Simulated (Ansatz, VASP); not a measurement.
## Two plane-wave programs on Na2S

```xyz
3
Lattice="0.0000 3.2560 3.2560 3.2560 0.0000 3.2560 3.2560 3.2560 0.0000" Properties=species:S:1:pos:R:3 pbc="T T T"
Na    1.6280    1.6280    1.6280
Na    4.8840    4.8840    4.8840
S     0.0000    0.0000    0.0000
```

Alike in both runs: task single point; functional PBE0; k mesh 6 × 6 × 6; occupations fermi-dirac, width 0.02 eV; no spin polarisation.

|  | VASP | Ansatz |
| --- | --- | --- |
| version | VASP 6.6.1 | Ansatz 0.2.0 |
| potentials or method | VASP PAW PBE potentials, release 64 (Na_pv, S), cutoff 400 eV | PAW plane waves |
| valence electrons in the cell | 20 | 24 |

Ansatz gave:

| Item | Value |
| --- | --- |
| gap on the k mesh at the Fermi level (eV) | 4.19 |
| pressure (GPa) | 0.1 |

Question: What did VASP give for the same quantities?

Answer: gap on the k mesh at the Fermi level (eV): 4.19; pressure (GPa): 0.0.

VASP's potentials hold 20 valence electrons a cell and Ansatz's 24, so a difference there can come from the potentials and not from the codes. Ansatz's warnings: stress exchange threshold loose, stress scf threshold loose.
